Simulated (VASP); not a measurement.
Bi, 1 atom in the cell. The structure is cubic, space group Pm-3m (No. 221). The conventional cell has a = 3.017 Å, b = 3.017 Å, c = 3.017 Å, α = 90.00°, β = 90.00°, γ = 90.00°. Bi (site symmetry m-3m) has 6 Bi at 3.02 Å within 4.0 Å. This isn't the form of Bi at room conditions, which is rhombohedral.

```yaml
Program: VASP 6.6.1
Task: single point
Functional: LDA
Potentials_or_basis: VASP PAW LDA potentials, release 64 (Bi_d)
Cutoff: 500 eV
k_mesh: 12 × 12 × 12
Occupations: fermi-dirac, width 0.05 eV
Spin: no spin polarisation
Dipole_correction: no
Further_INCAR_settings: ALGO = Normal; EDIFF = 1e-06; NBANDS = 14
```

Potentials or basis: VASP PAW LDA potentials, release 64 (Bi_d).

Run with:

```sh
$ cat potpaw_LDA.64/Bi_d/POTCAR > POTCAR
$ mpirun -np 1 vasp_std > vasp.out
```

Hardware: 1 thread of Intel Xeon 8259CL, on a shared host.

Q: How long does it take, and how much memory?

A: Wall time 18 s on 1 thread of Intel Xeon 8259CL (shared host), peak memory 0.14 GiB. Counts: scf iterations 10, k points 84.
